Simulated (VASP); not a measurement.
# Sr2MgAl3 (P6/mmm) in VASP: relaxation of cell and atoms with PBE

Aim: the relaxation of cell and atoms of Sr2MgAl3 with PBE.

Everything below comes from runs of VASP 6.6.1. Logs are shortened: lines on timing, memory, paths and dates and some standing lists are left out, and cuts for length are marked.

**1. The cell of the first run**

It takes space group P6/mmm (No. 191, hexagonal). The conventional cell has a = 6.040 Å, b = 6.040 Å, c = 5.748 Å, α = 90.00°, β = 90.00°, γ = 120.00°. Sr (site symmetry -6m2) has 6 Al at 3.36 Å and 3 Sr at 3.49 Å and 3 Mg at 3.49 Å within 4.4 Å. Mg (site symmetry 6/mmm) has 6 Sr at 3.49 Å and 12 Al at 4.17 Å within 4.6 Å. Within 4.0 Å of Al (site symmetry mmm) lie 4 Al at 3.02 Å and 4 Sr at 3.36 Å.

**2. Relaxation of cell and atoms, PBE**

INCAR reads:

```
SYSTEM = Sr2MgAl3
PREC     = Accurate       ! precision mode
ENCUT    = 600            ! plane-wave cutoff, eV
EDIFF    = 1E-6           ! SCF threshold, eV
ISMEAR   = 0              ! smearing method
SIGMA    = 0.1            ! smearing width, eV
LREAL    = .FALSE.        ! projectors in reciprocal space
LASPH    = .TRUE.         ! aspherical terms in the spheres
NELM     = 100            ! most SCF steps
ALGO     = Fast           ! electronic algorithm
ISIF     = 3              ! what is computed and relaxed
LWAVE    = .FALSE.        ! write WAVECAR
LCHARG   = .FALSE.        ! write CHGCAR
GGA      = PE             ! functional
IBRION   = 2              ! ionic algorithm
NSW      = 100            ! ionic steps
EDIFFG   = -0.01          ! ionic threshold
```

KPOINTS reads:

```
regular mesh
0
G
  6 6 8
  0 0 0
```

POSCAR reads:

```
Sr2MgAl3
1.0
    6.0404506468      0.0000000000      0.0000000000
   -3.0202253234      5.2311837104      0.0000000000
    0.0000000000      0.0000000000      5.7482767728
Sr Mg Al
2 1 3
Direct
    0.3333333333      0.6666666667      0.0000000000
    0.6666666667      0.3333333333      0.0000000000
    0.0000000000      0.0000000000      0.0000000000
    0.5000000000      0.0000000000      0.5000000000
    0.5000000000      0.5000000000      0.5000000000
    0.0000000000      0.5000000000      0.5000000000
```

Potentials or basis: VASP PAW PBE potentials, release 64 (Sr_sv, Mg, Al).

On the command line:

```console
> cat potpaw_PBE.64/Sr_sv/POTCAR potpaw_PBE.64/Mg/POTCAR potpaw_PBE.64/Al/POTCAR > POTCAR
> mpirun -np 1 vasp_std > vasp.out
```

OUTCAR:

```text
SYSTEM = Sr2MgAl3
   PREC = Accurate
   ENCUT = 600
   EDIFF = 1E-6
   ISMEAR = 0
   LREAL = .FALSE.
   LASPH = .TRUE.
   NELM = 100
   ISIF = 3
   GGA = PE
   IBRION = 2
   NSW = 100
   EDIFFG = -0.01

 ion  position               nearest neighbor table
   1  0.333  0.667  0.000-   4 3.36   4 3.36   6 3.36   6 3.36   5 3.36   5 3.36   2 3.49   3 3.49
                             2 3.49   3 3.49   3 3.49   2 3.49
   2  0.667  0.333  0.000-   4 3.36   4 3.36   6 3.36   6 3.36   5 3.36   5 3.36   1 3.49   3 3.49
                             1 3.49   3 3.49   3 3.49   1 3.49
   3  0.000  0.000  0.000-   1 3.49   2 3.49   1 3.49   2 3.49   2 3.49   1 3.49
   4  0.500  0.000  0.500-   5 3.02   6 3.02   5 3.02   6 3.02   1 3.36   2 3.36   1 3.36   2 3.36

   5  0.500  0.500  0.500-   4 3.02   4 3.02   6 3.02   6 3.02   1 3.36   2 3.36   1 3.36   2 3.36

   6  0.000  0.500  0.500-   4 3.02   4 3.02   5 3.02   5 3.02   1 3.36   2 3.36   1 3.36   2 3.36

  LATTYP: Found a hexagonal cell.
 ALAT       =     6.0404506468
 C/A-ratio  =     0.9516304509

  Lattice vectors:

 A1 = (   6.0404506468,   0.0000000000,   0.0000000000)
 A2 = (  -3.0202253234,   5.2311837104,   0.0000000000)
 A3 = (   0.0000000000,   0.0000000000,   5.7482767728)

Analysis of symmetry for initial positions (statically):
=====================================================================
 Subroutine PRICEL returns:
 Original cell was already a primitive cell.

 Routine SETGRP: Setting up the symmetry group for a
 hexagonal supercell.

 Subroutine GETGRP returns: Found 24 space group operations
 (whereof 24 operations were pure point group operations)
 out of a pool of 24 trial point group operations.

The static configuration has the point symmetry D_6h.

Analysis of symmetry for dynamics (positions and initial velocities):
=====================================================================
 Subroutine PRICEL returns:
 Original cell was already a primitive cell.

 Routine SETGRP: Setting up the symmetry group for a
 hexagonal supercell.

 Subroutine GETGRP returns: Found 24 space group operations
 (whereof 24 operations were pure point group operations)
 out of a pool of 24 trial point group operations.

The dynamic configuration has the point symmetry D_6h.

 Subroutine INISYM returns: Found 24 space group operations
 (whereof 24 operations are pure point group operations),
 and found     1 'primitive' translations

----------------------------------------------------------------------------------------

                                     Primitive cell

  volume of cell :     181.6381

  direct lattice vectors                    reciprocal lattice vectors
     6.040450647  0.000000000  0.000000000     0.165550562  0.095580662  0.000000000
    -3.020225323  5.231183710  0.000000000     0.000000000  0.191161323  0.000000000
     0.000000000  0.000000000  5.748276773     0.000000000  0.000000000  0.173965179

  length of vectors
     6.040450647  6.040450647  5.748276773     0.191161323  0.191161323  0.173965179

  position of ions in fractional coordinates (direct lattice)
     0.333333333  0.666666667  0.000000000
     0.666666667  0.333333333  0.000000000
     0.000000000  0.000000000  0.000000000
     0.500000000  0.000000000  0.500000000
     0.500000000  0.500000000  0.500000000
     0.000000000  0.500000000  0.500000000

  ion indices of the primitive-cell ions
   primitive index   ion index
                 1           1
                 2           2
                 3           3
                 4           4
                 5           5
                 6           6

----------------------------------------------------------------------------------------

 KPOINTS: regular mesh

Automatic generation of k-mesh.
 Grid dimensions read from file:
 generate k-points for:    6    6    8

 Generating k-lattice:

  Cartesian coordinates                     Fractional coordinates (reciprocal lattice)
     0.027591760  0.015930110  0.000000000     0.166666667  0.000000000  0.000000000
     0.000000000  0.031860221  0.000000000     0.000000000  0.166666667  0.000000000
     0.000000000  0.000000000  0.021745647     0.000000000  0.000000000  0.125000000

  Length of vectors
     0.031860221  0.031860221  0.021745647

  Shift w.r.t. Gamma in fractional coordinates (k-lattice)
     0.000000000  0.000000000  0.000000000

 Subroutine IBZKPT returns following result:
 ===========================================

 Found     35 irreducible k-points:

 Following reciprocal coordinates:
            Coordinates               Weight
  0.000000  0.000000  0.000000      1.000000
  0.166667 -0.000000  0.000000      6.000000
  0.333333 -0.000000  0.000000      6.000000
  0.500000 -0.000000  0.000000      3.000000
  0.166667  0.166667  0.000000      6.000000
  0.333333  0.166667  0.000000     12.000000
[... 16 lines left out ...]
  0.166667 -0.000000  0.375000     12.000000
  0.333333 -0.000000  0.375000     12.000000
 [... further k-points ...]
   k-points           NKPTS =     35   k-points in BZ     NKDIM =     35   number of bands    NBANDS=     19
   number of dos      NEDOS =    301   number of ions     NIONS =      6
   total plane-waves  NPLWV = 110592
   dimension x,y,z NGX =    48 NGY =   48 NGZ =   48
   dimension x,y,z NGXF=    96 NGYF=   96 NGZF=   96
   ions per type =               2   1   3
   NGX,Y,Z   is equivalent  to a cutoff of  13.21, 13.21, 13.88 a.u.
   NGXF,Y,Z  is equivalent  to a cutoff of  26.42, 26.42, 27.76 a.u.
 SYSTEM =  Sr2MgAl3
   PREC   = accura    normal or accurate (medium, high low for compatibility)
   ISTART =      0    job   : 0-new  1-cont  2-samecut
   ICHARG =      2    charge: 1-file 2-atom 10-const
   ISPIN  =      1    spin polarized calculation?
   LNONCOLLINEAR =      F non collinear calculations
   LSORBIT =      F    spin-orbit coupling
   LASPH  =      T    aspherical Exc in radial PAW
   ENCUT  =  600.0 eV  44.10 Ry    6.64 a.u.  12.06 12.06 11.48*2*pi/ulx,y,z
   NELM   =    100;   NELMIN=  2; NELMDL= -5     # of ELM steps
   EDIFF  = 0.1E-05   stopping-criterion for ELM
   LREAL  =      F    real-space projection
   EDIFFG = -.1E-01   stopping-criterion for IOM
   NSW    =    100    number of steps for IOM
   IBRION =      2    ionic relax: 0-MD 1-quasi-New 2-CG
   NFREE  =      1    steps in history (QN), initial steepest desc. (CG)
   ISIF   =      3    stress and relaxation
   ISYM   =      2    0-nonsym 1-usesym 2-fastsym
   POTIM  = 0.5000    time-step for ionic-motion
   TEBEG  =    0.0;   TEEND  =   0.0 temperature during run
   PSTRESS=    0.0 pullay stress
   NELECT =      31.0000    total number of electrons
   NUPDOWN=      -1.0000    fix difference up-down
   EMIN   =  10.00;   EMAX   =-10.00  energy-range for DOS
   EFERMI =   0.00;   METHOD = LEGACY
   ISMEAR =     0;   SIGMA  =   0.10  broadening in eV -4-tet -1-fermi 0-gaus
   EFERMI_NEDOS =   21; number of points for ismear=-14 and -15
   IALGO  =     68    algorithm
   IMIX   =      4    mixing-type and parameters
     AMIX     =   0.40;   BMIX     =  1.00
     AMIX_MAG =   1.60;   BMIX_MAG =  1.00
  volume/ion in A,a.u.               =      30.27       204.29
  Fermi-wavevector in a.u.,A,eV,Ry     =   0.908085  1.716031 11.219609  0.824618
  Thomas-Fermi vector in A             =   2.031969
   LORBIT       =      0    0 simple, 1 ext, 2 COOP (PROOUT), +10 PAW based schemes
   GGA     = PE    functional components
   LHFCALC =     F    Hartree Fock is set to
   AEXX    =    0.0000 exact exchange contribution
   IVDW    =     0    specifies the selected vdW correction
   LEPSILON=     F    determine dielectric tensor
   LRPA    =     F    only Hartree local field effects (RPA)
 conjugate gradient relaxation of ions
 non-spin polarized calculation
 RMM-DIIS sequential band-by-band and
 Gauss-broadening in eV      SIGMA  =   0.10
  energy-cutoff  :      600.00
  volume of cell :      181.64
 maximum number of plane-waves:      6099
   NGX = 25   NGY = 25   NGZ = 23

--------------------------------------- Ionic step        1  -------------------------------------------

 number of electron      30.9999999 magnetization

 Free energy of the ion-electron system (eV)
  ---------------------------------------------------
  ext. energy  EPLUGINS =         0.00000000
  ---------------------------------------------------
  free energy    TOTEN  =       -14.16189803 eV

  energy without entropy =      -14.13966942  energy(sigma->0) =      -14.15078373

------------------------ aborting loop because EDIFF is reached ----------------------------------------

  FORCE on cell =-STRESS in cart. coord.  units (eV):
  Direction    XX          YY          ZZ          XY          YZ          ZX
  --------------------------------------------------------------------------------------
  -------------------------------------------------------------------------------------
  Total        0.4574387      0.4574387     -0.0218568     -0.0000000      0.0000000     -0.0000000
  in kB        4.0349346      4.0349346     -0.1927928     -0.0000000      0.0000000     -0.0000000
  external PRESSURE =       2.6256921 kB  Pullay stress =       0.0000000 kB
[... 225 lines left out ...]
  energy  without entropy=      -14.1418179321  energy(sigma->0) =      -14.15330819

--------------------------------------- Ionic step        7  -------------------------------------------

 number of electron      30.9999999 magnetization

 Free energy of the ion-electron system (eV)
  ---------------------------------------------------
  ext. energy  EPLUGINS =         0.00000000
  ---------------------------------------------------
  free energy    TOTEN  =       -14.16489009 eV

  energy without entropy =      -14.14180502  energy(sigma->0) =      -14.15334756

 E-fermi :   2.8168     XC(G=0):  -8.3570

 val. band max:        2.7940986312   @ k =   0.1667   0.1667   0.0000
 cond. band min:       2.8172006740   @ k =   0.5000  -0.0000   0.0000
 fundamental gap:      0.0231020428
 Fermi energy:         2.8168085656

 k-point     1 :       0.0000    0.0000    0.0000
  band No.  band energies     occupation
      1     -32.6895      2.00000
      2     -32.6030      2.00000
      3     -15.0179      2.00000
      4     -15.0179      2.00000
      5     -14.7067      2.00000
      6     -14.5858      2.00000
[... 11 lines left out ...]
     18       3.1240      0.00001
     19       4.7913      0.00000
[... 489 lines left out ...]
      3     -15.0480      2.00000
      4     -14.9510      2.00000
      5     -14.6906      2.00000
      6     -14.6579      2.00000
[... 11 lines left out ...]
     18       3.6031      0.00000
     19       3.8115      0.00000

 [... further k-points ...]

------------------------ aborting loop because EDIFF is reached ----------------------------------------

  FORCE on cell =-STRESS in cart. coord.  units (eV):
  Direction    XX          YY          ZZ          XY          YZ          ZX
  --------------------------------------------------------------------------------------
  -------------------------------------------------------------------------------------
  Total        0.0076634      0.0076634     -0.0317950      0.0000000      0.0000000      0.0000000
  in kB        0.0668413      0.0668413     -0.2773201      0.0000000      0.0000000      0.0000000
  external PRESSURE =      -0.0478792 kB  Pullay stress =       0.0000000 kB
[... 21 lines left out ...]
  FREE ENERGIE OF THE ION-ELECTRON SYSTEM (eV)
  ---------------------------------------------------
  free  energy   TOTEN  =       -14.1648900921 eV

  energy  without entropy=      -14.1418050233  energy(sigma->0) =      -14.15334756

 reached required accuracy - stopping structural energy minimisation
```

Wall time 5.8 min (1 thread of Intel Xeon 6975P-C (Granite Rapids), shared host); peak memory 0.47 GiB.

Results:

* Free energy: -14.1649 eV
* Relaxed volume: 30.62 Å³/atom
* Relaxed cell: a = 6.079 Å, b = 6.079 Å, c = 5.740 Å, α = 90.00°, β = 90.00°, γ = 120.00°
* Space group after relaxing (to 0.1 Å): P6/mmm (No. 191)
* Energy gained by relaxing: 0.5 meV/atom
* Ionic steps: 7
* Pressure after relaxing: 0.0 GPa
* Band gap on the k mesh: zero (an odd number of electrons rules out a gap without spin polarisation)

The path:
| step | energy change (eV) | largest force (eV/Å) | pressure (GPa) | volume (Å³) |
| --- | --- | --- | --- | --- |
| 1 | 0.0000 | 0.0000 | 0.26 | 181.64 |
| 2 | -0.0024 | 0.0000 | 0.06 | 182.94 |
| 3 | -0.0028 | 0.0000 | 0.01 | 183.47 |
| 4 | -0.0027 | 0.0000 | -0.12 | 184.53 |
| 5 | -0.0029 | 0.0000 | -0.04 | 183.90 |
| 6 | -0.0029 | 0.0000 | -0.03 | 183.85 |
| 7 | -0.0030 | 0.0000 | 0.00 | 183.69 |

Final structure:
```
Sr Mg Al
1.0
     6.07888    0.00000    0.00000
    -3.03944    5.26447    0.00000
     0.00000    0.00000    5.73998
Sr Mg Al
2 1 3
Direct
  0.33333 0.66667 0.00000
  0.66667 0.33333 0.00000
  0.00000 0.00000 0.00000
  0.50000 0.00000 0.50000
  0.50000 0.50000 0.50000
  0.00000 0.50000 0.50000
```

Levels at points of the mesh, in eV from the Fermi level:
| k point | band 12 | band 13 | band 14 | band 15 | band 16 | band 17 | band 18 | band 19 |
| --- | --- | --- | --- | --- | --- | --- | --- | --- |
| (0.00, 0.00, 0.00) | -2.25 | -2.25 | -1.09 | -1.05 | -1.05 | 0.31 | 0.31 | 1.97 |
| (0.50, 0.00, 0.00) | -2.63 | -0.67 | -0.46 | -0.30 | -0.08 | 0.00 | 0.69 | 0.92 |
| (0.00, 0.00, 0.50) | -2.62 | -2.11 | -0.61 | -0.61 | -0.03 | 0.24 | 0.24 | 1.01 |
| (0.50, 0.00, 0.50) | -2.43 | -2.32 | -1.60 | -0.57 | 0.44 | 1.21 | 1.49 | 1.65 |

The gap in the log of VASP goes by the Fermi energy; the results here count the filled bands.